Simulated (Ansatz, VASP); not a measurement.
# Two plane-wave programs on Ca

```xyz
1
Lattice="0.0000 2.6715 2.6715 2.6715 0.0000 2.6715 2.6715 2.6715 0.0000" Properties=species:S:1:pos:R:3 pbc="T T T"
Ca    0.0000    0.0000    0.0000
```

Alike in both runs: task single point; functional LDA; k mesh 10 × 10 × 10; occupations fermi-dirac, width 0.3 eV; no spin polarisation.

|  | VASP | Ansatz |
| --- | --- | --- |
| version | VASP 6.6.1 | Ansatz 0.2.0 |
| potentials or method | VASP PAW LDA potentials, release 64 (Ca_sv), cutoff 520 eV | plane waves (420 eV) with PAW, scalar-relativistic |
| valence electrons in the cell | 10 | 10 |

|  | VASP | Ansatz | Ansatz less VASP |
| --- | --- | --- | --- |
| pressure (GPa) | 0.2 | 0.2 | -0.01 |

Ansatz warns that its potentials were made for another functional, while VASP's fit it. LDA's correlation is that of Perdew and Zunger in VASP and of Perdew and Wang (1992) in Ansatz.
